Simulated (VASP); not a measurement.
Crystal: Au.

```xyz
3
Lattice="4.8004 0.0000 0.0000 -2.4002 4.1572 0.0000 0.0000 0.0000 2.7646" Properties=species:S:1:pos:R:3 pbc="T T T"
Au    0.0000    0.0000    0.0000
Au    0.0000    2.7715    1.3823
Au    2.4002    1.3857    1.3823
```

This isn't the form of Au at room conditions, which is fcc.

```yaml
Program: VASP 6.6.1
Task: relaxation of cell and atoms
Functional: PBE
Potentials_or_basis: VASP PAW PBE potentials, release 64 (Au)
Cutoff: 600 eV
k_mesh: 12 × 12 × 16
Occupations: gaussian, width 0.1 eV
Spin: no spin polarisation
```

At the start: pressure -0.2 GPa; volume 18.39 Å³/atom.

Problem. How do energy, volume and symmetry change on relaxing?

Solution. Over 3 steps the energy falls by 5.4 meV/atom and the volume is 18.34 Å³/atom (-0.3 %); space group P6/mmm (No. 191, to 0.1 Å) before and after.

The path:
| step | energy change (eV) | largest force (eV/Å) | pressure (GPa) | volume (Å³) |
| --- | --- | --- | --- | --- |
| 1 | 0.0000 | 0.0000 | -0.17 | 55.17 |
| 2 | -0.0162 | 0.0000 | -0.05 | 55.00 |
| 3 | -0.0163 | 0.0000 | -0.06 | 55.01 |

Final structure:
```
Au
1.0
     4.75134    0.00000    0.00000
    -2.37567    4.11478    0.00000
     0.00000    0.00000    2.81371
Au
3
Direct
  0.00000 0.00000 0.00000
  0.33333 0.66667 0.50000
  0.66667 0.33333 0.50000
```
